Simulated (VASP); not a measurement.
Write the native input for VASP 6.6.1 that does the following.

* Task: single point
* Functional: PBEsol
* Potentials or basis: VASP PAW PBE potentials, release 64 (Ti_sv)
* Cutoff: 520 eV
* k mesh: 7 × 7 × 7
* Occupations: fermi-dirac, width 0.05 eV
* Spin: no spin polarisation
* Dipole correction: no
* Further INCAR settings: ALGO = Normal; EDIFF = 1e-06; NBANDS = 12

The structure of Ti lies in POSCAR:

```
Ti
1.0
   -1.5089269448      1.5089269448      1.5089269448
    1.5089269448     -1.5089269448      1.5089269448
    1.5089269448      1.5089269448     -1.5089269448
Ti
1
Direct
    0.0000000000      0.0000000000      0.0000000000
```

One way to write it, as run:

INCAR

```
SYSTEM = Ti
ALGO = Normal
EDIFF = 1E-6
ENCUT = 520
GGA = PS
ISIF = 2
ISMEAR = -1
LASPH = .True.
LCHARG = .False.
LREAL = .False.
LWAVE = .False.
NBANDS = 12
NELM = 80
PREC = Accurate
SIGMA = 0.05
```

KPOINTS

```
k-points
0
Gamma
  7 7 7
  0 0 0
```

Potentials or basis: VASP PAW PBE potentials, release 64 (Ti_sv).

Command:

```sh
$ cat potpaw_PBE.64/Ti_sv/POTCAR > POTCAR
$ mpirun -np 1 vasp_std > vasp.out
```

It gave:

| Item | Value |
| --- | --- |
| Pressure | 29.3 GPa |
| Band gap on the k mesh | zero (band 6 reaches 11.77 eV, above the bottom of band 7 at 10.07 eV) |

Caveat: the k points lie up to 0.42 Å⁻¹ apart; the PAW data sets were made with another functional, which shifts forces and pressure a little.

Run time: 3.3 s on 1 thread of Intel Xeon 6975P-C, on a shared host, peak memory 0.12 GiB.
